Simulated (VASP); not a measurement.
Here is a VASP 6.6.1 calculation.

Contents of INCAR:

```
SYSTEM = BaCu3
ALGO = Normal
EDIFF = 1E-6
ENCUT = 820
GGA = PE
GGA_COMPAT = .False.
ISIF = 2
ISMEAR = 0
LASPH = .True.
LCHARG = .False.
LREAL = .False.
LWAVE = .False.
NBANDS = 42
NELM = 120
PREC = Accurate
SIGMA = 0.1
```

The input KPOINTS:

```
k-points
0
Gamma
  4 4 4
  0 0 0
```

The input POSCAR:

```
BaCu3
1.0
    0.0000000000      3.3537301300      3.3537301300
    3.3537301300      0.0000000000      3.3537301300
    3.3537301300      3.3537301300      0.0000000000
Ba Cu
1 3
Direct
    0.0000000000      0.0000000000      0.0000000000
    0.2500000000      0.2500000000      0.2500000000
    0.5000000000      0.5000000000      0.5000000000
    0.7500000000      0.7500000000      0.7500000000
```

Potentials or basis: VASP PAW PBE potentials, release 64 (Ba_sv, Cu_sv_GW).

Run with:

```console
$ cat potpaw_PBE.64/Ba_sv/POTCAR potpaw_PBE.64/Cu_sv_GW/POTCAR > POTCAR
$ mpirun -np 1 vasp_std > vasp.out
```

Problem. What does it give for the pressure?

Solution. 7.5 GPa.

Problem. What does it give for the band gap on the k mesh?

Solution. Zero (an odd number of electrons rules out a gap without spin polarisation).

Caveat: the k points lie up to 0.41 Å⁻¹ apart, too coarse for converged energies and pressures of a metal; spin-orbit coupling is left out, which moves the levels of the heavy elements.
